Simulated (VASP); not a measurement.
# Si (R3) in VASP: single point with LDA

Aim: the single point of Si with LDA.

Everything below comes from runs of VASP 6.6.1. Logs are shortened: lines on timing, memory, paths and dates and some standing lists are left out, and cuts for length are marked.

## (1) The cell of the first run

The structure is trigonal, space group R3 (No. 146). Conventional cell: a = 9.319 Å, b = 9.319 Å, c = 5.577 Å, α = 90.00°, β = 90.00°, γ = 120.00°. Within 3.1 Å of Si (site symmetry 1) lie 4 Si at 2.35 to 2.36 Å. Within 3.1 Å of Si (site symmetry 1) lie 4 Si at 2.35 Å. Si (site symmetry 3) has 5 Si at 2.35 to 3.17 Å within 3.2 Å. Si (site symmetry 3) has 5 Si at 2.35 to 3.17 Å within 3.2 Å.

## (2) Single point, LDA (atoms displaced along a vibrational mode)

The input, INCAR:

```
  ALGO = Normal
  EDIFF = 1E-6
  ENCUT = 520
  ISIF = 2
  ISMEAR = 0
  LASPH = T
  LCHARG = F
  LREAL = F
  LWAVE = F
  NBANDS = 26
  NELM = 60
  PREC = Accurate
  SIGMA = 0.15
```

The input, KPOINTS:

```
k-points
0
Gamma
  12 12 12
```

The input, POSCAR:

```
Si
1.0
    4.6594203132      2.6901175721      1.8589531703
   -4.6594203132      2.6901175721      1.8589531703
    0.0000000000     -5.3802351441      1.8589531703
Si
8
Direct
    0.0226596480      0.7164598751      0.5240495534
    0.9765720096      0.2736364597      0.4731740252
    0.7222878747      0.7222878747      0.7222878747
    0.2736364597      0.4731740252      0.9765720096
    0.4731740252      0.9765720096      0.2736364597
    0.7164598751      0.5240495534      0.0226596480
    0.2911605545      0.2911605545      0.2911605545
    0.5240495534      0.0226596480      0.7164598751
```

Potentials or basis: VASP PAW LDA potentials, release 64 (Si).

The run is started by

```sh
$ cat potpaw_LDA.64/Si/POTCAR > POTCAR
$ mpirun -np 1 vasp_std > vasp.out
```

OUTCAR:

```text
EDIFF = 1E-6
   ENCUT = 520
   ISIF = 2
   ISMEAR = 0
   LASPH = T
   LREAL = F
   NELM = 60
   PREC = Accurate

 ion  position               nearest neighbor table
   1  0.023  0.716  0.524-   2 2.35   3 2.35   6 2.36   8 2.36
   2  0.977  0.274  0.473-   7 2.35   1 2.35   4 2.35   5 2.35
   3  0.722  0.722  0.722-   6 2.35   1 2.35   8 2.35   7 2.40
   4  0.274  0.473  0.977-   7 2.35   6 2.35   2 2.35   5 2.35
   5  0.473  0.977  0.274-   7 2.35   8 2.35   4 2.35   2 2.35
   6  0.716  0.524  0.023-   4 2.35   3 2.35   1 2.36   8 2.36
   7  0.291  0.291  0.291-   4 2.35   2 2.35   5 2.35   3 2.40
   8  0.524  0.023  0.716-   5 2.35   3 2.35   6 2.36   1 2.36

  LATTYP: Found a trigonal (rhomboedric) cell.
 ALAT       =     5.6923314289
 COS(alpha) =    -0.3400265905

  Lattice vectors:

 A1 = (   4.6594203132,   2.6901175721,   1.8589531703)
 A2 = (  -4.6594203132,   2.6901175721,   1.8589531703)
 A3 = (   0.0000000000,  -5.3802351441,   1.8589531703)

Analysis of symmetry for initial positions (statically):
=====================================================================
 Subroutine PRICEL returns:
 Original cell was already a primitive cell.

 Routine SETGRP: Setting up the symmetry group for a
 trigonal (rhombohedral) supercell.

 Subroutine GETGRP returns: Found  3 space group operations
 (whereof  3 operations were pure point group operations)
 out of a pool of 12 trial point group operations.

The static configuration has the point symmetry C_3 .

Analysis of symmetry for dynamics (positions and initial velocities):
=====================================================================
 Subroutine PRICEL returns:
 Original cell was already a primitive cell.

 Routine SETGRP: Setting up the symmetry group for a
 trigonal (rhombohedral) supercell.

 Subroutine GETGRP returns: Found  3 space group operations
 (whereof  3 operations were pure point group operations)
 out of a pool of 12 trial point group operations.

The dynamic configuration has the point symmetry C_3 .

 Subroutine INISYM returns: Found  3 space group operations
 (whereof  3 operations are pure point group operations),
 and found     1 'primitive' translations

----------------------------------------------------------------------------------------

                                     Primitive cell

  volume of cell :     139.8050

  direct lattice vectors                    reciprocal lattice vectors
     4.659420313  2.690117572  1.858953170     0.107309486  0.061955161  0.179312389
    -4.659420313  2.690117572  1.858953170    -0.107309486  0.061955161  0.179312389
     0.000000000 -5.380235144  1.858953170     0.000000000 -0.123910322  0.179312389

  length of vectors
     5.692331429  5.692331429  5.692331429     0.217960319  0.217960319  0.217960319

  position of ions in fractional coordinates (direct lattice)
     0.022659648  0.716459875  0.524049553
     0.976572010  0.273636460  0.473174025
     0.722287875  0.722287875  0.722287875
     0.273636460  0.473174025  0.976572010
     0.473174025  0.976572010  0.273636460
     0.716459875  0.524049553  0.022659648
     0.291160555  0.291160555  0.291160555
     0.524049553  0.022659648  0.716459875

  ion indices of the primitive-cell ions
   primitive index   ion index
                 1           1
                 2           2
                 3           3
                 4           4
                 5           5
                 6           6
                 7           7
                 8           8

----------------------------------------------------------------------------------------

 KPOINTS: k-points

Automatic generation of k-mesh.
 Grid dimensions read from file:
 generate k-points for:   12   12   12

 Generating k-lattice:

  Cartesian coordinates                     Fractional coordinates (reciprocal lattice)
     0.008942457  0.005162930  0.014942699     0.083333333  0.000000000 -0.000000000
    -0.008942457  0.005162930  0.014942699     0.000000000  0.083333333 -0.000000000
     0.000000000 -0.010325860  0.014942699     0.000000000  0.000000000  0.083333333

  Length of vectors
     0.018163360  0.018163360  0.018163360

  Shift w.r.t. Gamma in fractional coordinates (k-lattice)
     0.000000000  0.000000000  0.000000000

 Subroutine IBZKPT returns following result:
 ===========================================

 Found    294 irreducible k-points:

 Following reciprocal coordinates:
            Coordinates               Weight
  0.000000  0.000000  0.000000      1.000000
  0.083333  0.000000  0.000000      6.000000
  0.166667  0.000000  0.000000      6.000000
  0.250000  0.000000  0.000000      6.000000
  0.333333  0.000000  0.000000      6.000000
  0.416667  0.000000  0.000000      6.000000
[... 16 lines left out ...]
 -0.250000  0.083333  0.000000      6.000000
  0.250000 -0.000000 -0.083333      6.000000
 [... further k-points ...]
   k-points           NKPTS =    294   k-points in BZ     NKDIM =    294   number of bands    NBANDS=     26
   number of dos      NEDOS =    301   number of ions     NIONS =      8
   total plane-waves  NPLWV =  74088
   dimension x,y,z NGX =    42 NGY =   42 NGZ =   42
   dimension x,y,z NGXF=    84 NGYF=   84 NGZF=   84
   ions per type =               8
   NGX,Y,Z   is equivalent  to a cutoff of  12.27, 12.27, 12.27 a.u.
   NGXF,Y,Z  is equivalent  to a cutoff of  24.53, 24.53, 24.53 a.u.
 SYSTEM =  unknown system
   PREC   = accura    normal or accurate (medium, high low for compatibility)
   ISTART =      0    job   : 0-new  1-cont  2-samecut
   ICHARG =      2    charge: 1-file 2-atom 10-const
   ISPIN  =      1    spin polarized calculation?
   LNONCOLLINEAR =      F non collinear calculations
   LSORBIT =      F    spin-orbit coupling
   LASPH  =      T    aspherical Exc in radial PAW
   ENCUT  =  520.0 eV  38.22 Ry    6.18 a.u.  10.58 10.58 10.58*2*pi/ulx,y,z
   NELM   =     60;   NELMIN=  2; NELMDL= -5     # of ELM steps
   EDIFF  = 0.1E-05   stopping-criterion for ELM
   LREAL  =      F    real-space projection
[... 7 lines left out ...]
   TEBEG  =    0.0;   TEEND  =   0.0 temperature during run
   PSTRESS=    0.0 pullay stress
   NELECT =      32.0000    total number of electrons
   NUPDOWN=      -1.0000    fix difference up-down
   EMIN   =  10.00;   EMAX   =-10.00  energy-range for DOS
   EFERMI =   0.00;   METHOD = LEGACY
   ISMEAR =     0;   SIGMA  =   0.15  broadening in eV -4-tet -1-fermi 0-gaus
   EFERMI_NEDOS =   21; number of points for ismear=-14 and -15
   IALGO  =     38    algorithm
   IMIX   =      4    mixing-type and parameters
     AMIX     =   0.40;   BMIX     =  1.00
     AMIX_MAG =   1.60;   BMIX_MAG =  1.00
  volume/ion in A,a.u.               =      17.48       117.93
  Fermi-wavevector in a.u.,A,eV,Ry     =   1.001422  1.892414 13.644553  1.002846
  Thomas-Fermi vector in A             =   2.133843
   LORBIT       =      0    0 simple, 1 ext, 2 COOP (PROOUT), +10 PAW based schemes
   GGA     = CA    functional components
   LHFCALC =     F    Hartree Fock is set to
   AEXX    =    0.0000 exact exchange contribution
   IVDW    =     0    specifies the selected vdW correction
   LEPSILON=     F    determine dielectric tensor
   LRPA    =     F    only Hartree local field effects (RPA)
 non-spin polarized calculation
 Gauss-broadening in eV      SIGMA  =   0.15
  energy-cutoff  :      520.00
  volume of cell :      139.81
 maximum number of plane-waves:      3786
   NGX = 21   NGY = 21   NGZ = 21

 number of electron      32.0000001 magnetization

 Free energy of the ion-electron system (eV)
  ---------------------------------------------------
  ext. energy  EPLUGINS =         0.00000000
  ---------------------------------------------------
  free energy    TOTEN  =       -46.71614841 eV

  energy without entropy =      -46.71043822  energy(sigma->0) =      -46.71329332

 E-fermi :   7.5235     XC(G=0): -10.2897

 val. band max:        7.5193920095   @ k =   0.4167   0.0833   0.0000
 cond. band min:       7.5340962373   @ k =  -0.0833   0.5000   0.0833
 fundamental gap:      0.0147042278
 Fermi energy:         7.5235347545

 k-point     1 :       0.0000    0.0000    0.0000
  band No.  band energies     occupation
      1      -5.4642      2.00000
      2      -0.8714      2.00000
      3      -0.4334      2.00000
      4      -0.4334      2.00000
      5      -0.2195      2.00000
      6       0.9040      2.00000
[... 18 lines left out ...]
     25      12.7897      0.00000
     26      13.1877      0.00000

 k-point     2 :       0.0833    0.0000    0.0000
  band No.  band energies     occupation
      1      -5.4206      2.00000
      2      -0.9812      2.00000
      3      -0.6688      2.00000
      4      -0.4805      2.00000
      5      -0.2671      2.00000
      6       0.8846      2.00000
[... 18 lines left out ...]
     25      12.7249      0.00000
     26      13.0449      0.00000

 k-point     3 :       0.1667    0.0000    0.0000
  band No.  band energies     occupation
      1      -5.2904      2.00000
      2      -1.3831      2.00000
      3      -1.0218      2.00000
      4      -0.6258      2.00000
      5      -0.3435      2.00000
      6       0.7543      2.00000
[... 572 lines left out ...]
 k-point    23 :      -0.2500    0.0833    0.0000
  band No.  band energies     occupation
      1      -5.1609      2.00000
      2      -1.7782      2.00000
      3      -1.2288      2.00000
      4      -0.8335      2.00000
      5      -0.3133      2.00000
      6       0.7335      2.00000
[... 18 lines left out ...]
     25      12.4789      0.00000
     26      12.6396      0.00000

 k-point    24 :       0.2500   -0.0000   -0.0833
  band No.  band energies     occupation
      1      -5.1611      2.00000
      2      -1.6953      2.00000
      3      -1.3837      2.00000
      4      -0.8322      2.00000
      5      -0.2272      2.00000
      6       0.7296      2.00000
[... 18 lines left out ...]
     25      12.4254      0.00000
     26      12.6852      0.00000

 [... further k-points ...]

------------------------ aborting loop because EDIFF is reached ----------------------------------------

  FORCE on cell =-STRESS in cart. coord.  units (eV):
  Direction    XX          YY          ZZ          XY          YZ          ZX
  --------------------------------------------------------------------------------------
  -------------------------------------------------------------------------------------
  Total       -0.0002084     -0.0002084      0.0292395      0.0000000      0.0000000     -0.0000000
  in kB       -0.0023882     -0.0023882      0.3350876      0.0000000      0.0000000     -0.0000000
  external PRESSURE =       0.1101037 kB  Pullay stress =       0.0000000 kB

 VOLUME and BASIS-vectors are now :
 -----------------------------------------------------------------------------
  energy-cutoff  :      520.00
  volume of cell :      139.81
      direct lattice vectors                 reciprocal lattice vectors
     4.659420313  2.690117572  1.858953170     0.107309486  0.061955161  0.179312389
    -4.659420313  2.690117572  1.858953170    -0.107309486  0.061955161  0.179312389
     0.000000000 -5.380235144  1.858953170     0.000000000 -0.123910322  0.179312389

 POSITION                                       TOTAL-FORCE (eV/Angst)
 -----------------------------------------------------------------------------------
     -3.23271     -0.83119      2.34817        -0.043605      0.017732      0.025487
      3.27527      0.81742      3.20369        -0.022614      0.003577      0.013549
      0.00000      0.00000      4.02810         0.000000     -0.000000     -0.047653
     -0.92973     -3.24518      3.20369         0.014405      0.017795      0.013549
     -2.34554      2.42776      3.20369         0.008209     -0.021372      0.013549
      0.89652      3.21520      2.34817         0.037159      0.028897      0.025487
      0.00000      0.00000      1.62376         0.000000     -0.000000     -0.069455
      2.33619     -2.38401      2.34817         0.006446     -0.046629      0.025487
 -----------------------------------------------------------------------------------
    total drift:                                0.000000     -0.000000     -0.000018

  FREE ENERGIE OF THE ION-ELECTRON SYSTEM (eV)
  ---------------------------------------------------
  free  energy   TOTEN  =       -46.7161484143 eV

  energy  without entropy=      -46.7104382199  energy(sigma->0) =      -46.71329332
```

Wall time 6 min (1 thread of Intel Xeon 6975P-C (Granite Rapids), shared host); peak memory 0.72 GiB.

What came out:

| Property | Result |
| --- | --- |
| Free energy | -46.7161 eV |
| Pressure | 0.0 GPa |
| Largest force | 0.069 eV/Å |
| Band gap on the k mesh | zero (bands 16 and 17 overlap by 0.35 eV) |

Forces in eV/Å, atoms in the order of the input:
```
Si  -0.044  0.018  0.025
Si  -0.023  0.004  0.014
Si   0.000  0.000 -0.048
Si   0.014  0.018  0.014
Si   0.008 -0.021  0.014
Si   0.037  0.029  0.025
Si   0.000  0.000 -0.069
Si   0.006 -0.047  0.025
```

Caveat: the cell differs from its parent crystal (atoms displaced along a vibrational mode); semilocal functionals underestimate gaps, and a narrow one can read as zero.
